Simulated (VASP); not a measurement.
# KI (Imm2) in VASP: notebook

The runs below take KI through single point, with PBE.

All numbers are computed with VASP 6.6.1; they aren't measurements. Logs are shortened: lines on timing, memory, paths and dates and some standing lists are left out, and cuts for length are marked.

### 1 The cell of the first run

Symmetry: Imm2, No. 44, orthorhombic system. The conventional cell has a = 4.984 Å, b = 7.049 Å, c = 4.984 Å, α = 90.00°, β = 90.00°, γ = 90.00°. Within 4.5 Å of K (site symmetry mm2) lie 6 I at 3.42 to 3.63 Å. I (site symmetry mm2) has 6 K at 3.42 to 3.63 Å within 4.5 Å.

### 2 Single point, PBE (all K atoms moved -0.150 Å, as atom 1 along Cartesian [1 -1 0])

INCAR reads:

```
SYSTEM = KI
PREC = Accurate
ENCUT = 520
EDIFF = 1E-7
ISMEAR = 0
SIGMA = 0.05
LREAL = .False.
LASPH = .True.
NELM = 80
ALGO = Normal
ISIF = 2
LWAVE = .False.
LCHARG = .False.
GGA = PE
NBANDS = 15
```

KPOINTS reads:

```
regular mesh
0
Gamma
  6 6 6
  0 0 0
```

POSCAR reads:

```
KI
1.0
    0.0000000000      3.5245500000      3.5245500000
    3.5245500000      0.0000000000      3.5245500000
    3.5245500000      3.5245500000      0.0000000000
K I
1 1
Direct
    0.0300934920     -0.0300934920      0.0000000000
    0.5000000000      0.5000000000      0.5000000000
```

Potentials or basis: VASP PAW PBE potentials, release 64 (K_sv, I).

Run with:

```console
$ cat potpaw_PBE.64/K_sv/POTCAR potpaw_PBE.64/I/POTCAR > POTCAR
$ mpirun -np 1 vasp_std > vasp.out
```

OUTCAR:

```text
SYSTEM = KI
   PREC = Accurate
   ENCUT = 520
   EDIFF = 1E-7
   ISMEAR = 0
   LREAL = .False.
   LASPH = .True.
   NELM = 80
   ISIF = 2
   GGA = PE

 ion  position               nearest neighbor table
   1  0.030  0.970  0.000-   2 3.42   2 3.42   2 3.53   2 3.53   2 3.63   2 3.63
   2  0.500  0.500  0.500-   1 3.42   1 3.42   1 3.53   1 3.53   1 3.63   1 3.63

  LATTYP: Found a face centered cubic cell.
 ALAT       =     7.0491000000

  Lattice vectors:

 A1 = (   0.0000000000,   3.5245500000,   3.5245500000)
 A2 = (   3.5245500000,   0.0000000000,   3.5245500000)
 A3 = (   3.5245500000,   3.5245500000,   0.0000000000)

Analysis of symmetry for initial positions (statically):
=====================================================================
 Subroutine PRICEL returns:
 Original cell was already a primitive cell.

 Routine SETGRP: Setting up the symmetry group for a
 face centered cubic supercell.

 Subroutine GETGRP returns: Found  4 space group operations
 (whereof  4 operations were pure point group operations)
 out of a pool of 48 trial point group operations.

The static configuration has the point symmetry C_2v.

Analysis of symmetry for dynamics (positions and initial velocities):
=====================================================================
 Subroutine PRICEL returns:
 Original cell was already a primitive cell.

 Routine SETGRP: Setting up the symmetry group for a
 face centered cubic supercell.

 Subroutine GETGRP returns: Found  4 space group operations
 (whereof  4 operations were pure point group operations)
 out of a pool of 48 trial point group operations.

The dynamic configuration has the point symmetry C_2v.

 Subroutine INISYM returns: Found  4 space group operations
 (whereof  4 operations are pure point group operations),
 and found     1 'primitive' translations

----------------------------------------------------------------------------------------

                                     Primitive cell

  volume of cell :      87.5671

  direct lattice vectors                    reciprocal lattice vectors
     0.000000000  3.524550000  3.524550000    -0.141862082  0.141862082  0.141862082
     3.524550000  0.000000000  3.524550000     0.141862082 -0.141862082  0.141862082
     3.524550000  3.524550000  0.000000000     0.141862082  0.141862082 -0.141862082

  length of vectors
     4.984466411  4.984466411  4.984466411     0.245712333  0.245712333  0.245712333

  position of ions in fractional coordinates (direct lattice)
     0.030093492  0.969906508  0.000000000
     0.500000000  0.500000000  0.500000000

  ion indices of the primitive-cell ions
   primitive index   ion index
                 1           1
                 2           2

[... 87 lines left out ...]
   EFERMI_NEDOS =   21; number of points for ismear=-14 and -15
   IALGO  =     38    algorithm
   IMIX   =      4    mixing-type and parameters
     AMIX     =   0.40;   BMIX     =  1.00
     AMIX_MAG =   1.60;   BMIX_MAG =  1.00
  volume/ion in A,a.u.               =      43.78       295.47
  Fermi-wavevector in a.u.,A,eV,Ry     =   0.928969  1.755497 11.741598  0.862983
  Thomas-Fermi vector in A             =   2.055202
   LORBIT       =      0    0 simple, 1 ext, 2 COOP (PROOUT), +10 PAW based schemes
   GGA     = PE    functional components
   LHFCALC =     F    Hartree Fock is set to
   AEXX    =    0.0000 exact exchange contribution
   IVDW    =     0    specifies the selected vdW correction
   LEPSILON=     F    determine dielectric tensor
   LRPA    =     F    only Hartree local field effects (RPA)
 non-spin polarized calculation
 Gauss-broadening in eV      SIGMA  =   0.05
  energy-cutoff  :      520.00
  volume of cell :       87.57
 maximum number of plane-waves:      2397
 NGX is ok and might be reduce to    40
   NGX = 19   NGY = 19   NGZ = 19

 number of electron      15.9999999 magnetization

 Free energy of the ion-electron system (eV)
  ---------------------------------------------------
  ext. energy  EPLUGINS =         0.00000000
  ---------------------------------------------------
  free energy    TOTEN  =        -5.54104489 eV

  energy without entropy =       -5.54104489  energy(sigma->0) =       -5.54104489

 E-fermi :  -0.0895     XC(G=0):  -7.2023

 val. band max:       -0.3839244531   @ k =   0.0000   0.0000   0.0000
 cond. band min:       3.6001572457   @ k =   0.0000   0.0000   0.0000
 fundamental gap:      3.9840816987
 Fermi energy:        -0.0894710584

 k-point     1 :       0.0000    0.0000    0.0000
  band No.  band energies     occupation
      1     -28.8642      2.00000
      2     -12.3575      2.00000
      3     -12.3546      2.00000
      4     -12.3530      2.00000
      5     -10.8901      2.00000
      6      -0.3874      2.00000
      7      -0.3848      2.00000
      8      -0.3839      2.00000
      9       3.6002      0.00000
     10       6.1107      0.00000
     11       6.1297      0.00000
     12       6.1443      0.00000
     13       6.8512      0.00000
     14       6.8671      0.00000
[... 401 lines left out ...]
      2     -12.4390      2.00000
      3     -12.3628      2.00000
      4     -12.3546      2.00000
      5     -10.7317      2.00000
      6      -1.1682      2.00000
      7      -0.6319      2.00000
      8      -0.5839      2.00000
      9       4.9462      0.00000
     10       5.8710      0.00000
     11       6.7027      0.00000
     12       6.9325      0.00000
     13       7.5393      0.00000
     14       8.0269      0.00000
     15       9.6215      0.00000

 [... further k-points ...]

------------------------ aborting loop because EDIFF is reached ----------------------------------------

  FORCE on cell =-STRESS in cart. coord.  units (eV):
  Direction    XX          YY          ZZ          XY          YZ          ZX
  --------------------------------------------------------------------------------------
  -------------------------------------------------------------------------------------
  Total        0.4695554      0.4695554      0.3730874      0.0243179      0.0000000      0.0000000
  in kB        8.5912504      8.5912504      6.8262182      0.4449348      0.0000000      0.0000000
  external PRESSURE =       8.0029063 kB  Pullay stress =       0.0000000 kB

 VOLUME and BASIS-vectors are now :
 -----------------------------------------------------------------------------
  energy-cutoff  :      520.00
  volume of cell :       87.57
      direct lattice vectors                 reciprocal lattice vectors
     0.000000000  3.524550000  3.524550000    -0.141862082  0.141862082  0.141862082
     3.524550000  0.000000000  3.524550000     0.141862082 -0.141862082  0.141862082
     3.524550000  3.524550000  0.000000000     0.141862082  0.141862082 -0.141862082

 POSITION                                       TOTAL-FORCE (eV/Angst)
 -----------------------------------------------------------------------------------
      3.41848      0.10607      3.52455         0.121308     -0.121308      0.000000
      3.52455      3.52455      3.52455        -0.121308      0.121308      0.000000
 -----------------------------------------------------------------------------------
    total drift:                               -0.000019      0.000019     -0.000000

  FREE ENERGIE OF THE ION-ELECTRON SYSTEM (eV)
  ---------------------------------------------------
  free  energy   TOTEN  =        -5.5410448907 eV

  energy  without entropy=       -5.5410448907  energy(sigma->0) =       -5.54104489
```

Wall time 42 s (1 thread of Intel Xeon Platinum 8559C (Emerald Rapids), shared host); peak memory 0.26 GiB.

What came out:

```
Free energy            : -5.5410 eV
Pressure               : 0.8 GPa
Largest force          : 0.172 eV/Å
Band gap on the k mesh : 3.98 eV, direct
```

Forces on the atoms (eV/Å):
```
K    0.121 -0.121  0.000
I   -0.121  0.121  0.000
```

Levels at points of the mesh, in eV from the valence-band top:
| k point | band 4 | band 5 | band 6 | band 7 | band 8 | band 9 | band 10 | band 11 | band 12 | band 13 |
| --- | --- | --- | --- | --- | --- | --- | --- | --- | --- | --- |
| (0.00, 0.00, 0.00) | -11.97 | -10.51 | 0.00 | 0.00 | 0.00 | 3.98 | 6.49 | 6.51 | 6.53 | 7.24 |
| (0.50, 0.00, 0.00) | -11.97 | -10.22 | -1.33 | -0.34 | -0.34 | 5.54 | 7.72 | 8.12 | 8.19 | 8.71 |
| (0.00, 0.00, 0.50) | -11.97 | -10.22 | -1.33 | -0.34 | -0.33 | 5.52 | 7.64 | 8.11 | 8.21 | 8.76 |
| (0.50, 0.50, 0.00) | -11.99 | -10.36 | -1.00 | -0.37 | -0.37 | 4.95 | 5.78 | 8.12 | 8.74 | 8.85 |
| (0.00, 0.50, 0.50) | -11.99 | -10.36 | -1.00 | -0.37 | -0.37 | 4.94 | 5.78 | 8.12 | 8.50 | 9.11 |

Caveat: the cell differs from its parent crystal (all K atoms moved -0.150 Å, as atom 1 along Cartesian [1 -1 0]); spin-orbit coupling is left out, which moves the levels of the heavy elements.

### 3 Single point, PBE (all K atoms moved +0.263 Å, as atom 1 along Cartesian [1 -1 0])

INCAR reads:

```
SYSTEM = KI
PREC     = Accurate       ! precision mode
ENCUT    = 520            ! plane-wave cutoff, eV
EDIFF    = 1E-6           ! SCF threshold, eV
ISMEAR   = 0              ! smearing method
SIGMA    = 0.05           ! smearing width, eV
LREAL    = .FALSE.        ! projectors in reciprocal space
LASPH    = .TRUE.         ! aspherical terms in the spheres
NELM     = 80             ! most SCF steps
ALGO     = Normal         ! electronic algorithm
ISIF     = 2              ! what is computed and relaxed
LWAVE    = .FALSE.        ! write WAVECAR
LCHARG   = .FALSE.        ! write CHGCAR
GGA      = PE             ! functional
NBANDS   = 15             ! bands
```

KPOINTS reads:

```
Automatic mesh
0
G
  6 6 6
  0 0 0
```

Changes to POSCAR since step 2:

```diff
@@ -8,3 +8,3 @@
 Direct
-    0.0300934920     -0.0300934920      0.0000000000
+   -0.0526636110      0.0526636110      0.0000000000
     0.5000000000      0.5000000000      0.5000000000
```

Potentials or basis: VASP PAW PBE potentials, release 64 (K_sv, I).

Run with:

```console
$ cat potpaw_PBE.64/K_sv/POTCAR potpaw_PBE.64/I/POTCAR > POTCAR
$ mpirun -np 1 vasp_std > vasp.out
```

Run time: 37 s. Hardware: 1 thread of Intel Xeon Platinum 8559C (Emerald Rapids), shared host; peak memory 0.26 GiB.

Results (log left out):

```
Free energy            : -5.5141 eV
Pressure               : 1.0 GPa
Largest force          : 0.309 eV/Å
Band gap on the k mesh : 3.99 eV, direct
```

Forces on the atoms (eV/Å):
```
K   -0.218  0.218  0.000
I    0.218 -0.218  0.000
```

Stress tensor (GPa, compression positive):
```
1.19 0.14 0.00
0.14 1.19 0.00
0.00 0.00 0.65
```

Levels at points of the mesh, in eV from the valence-band top:
```csv
k point,band 4,band 5,band 6,band 7,band 8,band 9,band 10,band 11,band 12,band 13
"(0.00, 0.00, 0.00)",-11.95,-10.49,-0.01,0.00,0.00,3.99,6.50,6.55,6.60,7.28
"(0.50, 0.00, 0.00)",-11.96,-10.21,-1.32,-0.34,-0.33,5.54,7.69,8.06,8.25,8.71
"(0.00, 0.00, 0.50)",-11.96,-10.20,-1.32,-0.32,-0.31,5.51,7.51,8.04,8.27,8.81
"(0.50, 0.50, 0.00)",-11.97,-10.34,-0.99,-0.37,-0.37,5.00,5.78,8.14,8.76,8.86
"(0.00, 0.50, 0.50)",-11.97,-10.34,-0.99,-0.37,-0.36,4.97,5.79,8.15,8.32,9.35
```

Caveat: the cell differs from its parent crystal (all K atoms moved +0.263 Å, as atom 1 along Cartesian [1 -1 0]); spin-orbit coupling is left out, which moves the levels of the heavy elements.

### 4 Single point, PBE (all K atoms moved +0.188 Å, as atom 1 along Cartesian [1 -1 0])

INCAR reads:

```
PREC = Accurate
ENCUT = 520
EDIFF = 1E-7
ISMEAR = 0
SIGMA = 0.05
LREAL = False
LASPH = True
NELM = 100
ALGO = Normal
ISIF = 2
LWAVE = False
LCHARG = False
GGA = PE
NBANDS = 15
```

KPOINTS reads:

```
regular mesh
0
Gamma
  6 6 6
```

Changes to POSCAR since step 3:

```diff
@@ -8,3 +8,3 @@
 Direct
-   -0.0526636110      0.0526636110      0.0000000000
+   -0.0376168650      0.0376168650      0.0000000000
     0.5000000000      0.5000000000      0.5000000000
```

Run with:

```console
$ cat potpaw_PBE.64/K_sv/POTCAR potpaw_PBE.64/I/POTCAR > POTCAR
$ mpirun -np 1 vasp_std > vasp.out
```

It took 47 s on 1 thread of Intel Xeon Platinum 8559C (Emerald Rapids), shared host; peak memory 0.26 GiB.

Results (log left out):

```yaml
Free_energy: -5.5338 eV
Pressure: 0.9 GPa
Largest_force: 0.216 eV/Å
Band_gap_on_the_k_mesh: 3.99 eV, direct
```

Forces in eV/Å, atoms in the order of the input:
```
K   -0.153  0.153  0.000
I    0.153 -0.153  0.000
```

Stress tensor (GPa, compression positive):
```
0.94 0.07 0.00
0.07 0.94 0.00
0.00 0.00 0.67
```

Levels at points of the mesh, in eV from the valence-band top:
```tsv
k point	band 5	band 6	band 7	band 8	band 9	band 10	band 11	band 12
(0.00, 0.00, 0.00)	-10.50	-0.01	0.00	0.00	3.99	6.50	6.52	6.55
(0.50, 0.00, 0.00)	-10.22	-1.33	-0.34	-0.33	5.54	7.71	8.10	8.21
(0.00, 0.00, 0.50)	-10.21	-1.33	-0.33	-0.32	5.52	7.60	8.09	8.23
(0.50, 0.50, 0.00)	-10.35	-1.00	-0.37	-0.37	4.96	5.78	8.12	8.75
(0.00, 0.50, 0.50)	-10.35	-1.00	-0.37	-0.36	4.95	5.79	8.13	8.44
```

Caveat: the cell differs from its parent crystal (all K atoms moved +0.188 Å, as atom 1 along Cartesian [1 -1 0]); spin-orbit coupling is left out, which moves the levels of the heavy elements.
